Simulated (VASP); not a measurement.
Input of a VASP 6.6.1 run:

File POSCAR:

```
Si
1.0
    2.5632758802      0.0000000000      0.0000000000
   -1.2816379401      2.2198620292      0.0000000000
    0.0000000000      0.0000000000      2.5561440493
Si
1
Direct
    0.0000000000      0.0000000000      0.0000000000
```

INCAR.step1

```
ALGO     = Normal         # electronic algorithm
EDIFF    = 1E-4           # SCF threshold, eV
ENCUT    = 520            # plane-wave cutoff, eV
GGA      = PE             # functional
ISMEAR   = 0              # smearing method
LASPH    = True           # aspherical terms in the spheres
LCHARG   = False          # write CHGCAR
LREAL    = False          # projectors in reciprocal space
LWAVE    = True           # write WAVECAR
NBANDS   = 8              # bands
NELM     = 80             # most SCF steps
PREC     = Accurate       # precision mode
SIGMA    = 0.15           # smearing width, eV
```

Contents of INCAR.step2:

```
ALGO     = Normal         # electronic algorithm
EDIFF    = 1E-6           # SCF threshold, eV
ENCUT    = 520            # plane-wave cutoff, eV
ISIF     = 2              # what is computed and relaxed
ISMEAR   = 0              # smearing method
ISTART   = 1            
LASPH    = True           # aspherical terms in the spheres
LCHARG   = False          # write CHGCAR
LMIXTAU  = True         
LREAL    = False          # projectors in reciprocal space
LWAVE    = False          # write WAVECAR
METAGGA  = R2SCAN         # meta-GGA
NBANDS   = 8              # bands
NELM     = 80             # most SCF steps
PREC     = Accurate       # precision mode
SIGMA    = 0.15           # smearing width, eV
```

Contents of KPOINTS:

```
k-points
0
Gamma
  24 24 24
```

Potentials or basis: VASP PAW PBE potentials, release 64 (Si).

Command:

```bash
$ cat potpaw_PBE.64/Si/POTCAR > POTCAR
$ cp INCAR.step1 INCAR
$ mpirun -np 1 vasp_std > vasp.out
$ cp INCAR.step2 INCAR
$ mpirun -np 1 vasp_std > vasp.out
```

Task: Predict the band gap on the k mesh.

Result: Zero (bands 2 and 3 overlap by 11.60 eV).

Task: Estimate the pressure.

Result: 3.0 GPa.

Stress tensor (GPa, compression positive):
```
 7.84  0.00  0.00
 0.00  7.84  0.00
 0.00  0.00 -6.69
```

Caveat: the cell differs from its parent crystal (strain -0.025 along x and y, +0.025 along z); the stress differs along the axes, from -7 to 8 GPa; the PAW data sets were made with another functional, which shifts forces and pressure a little.
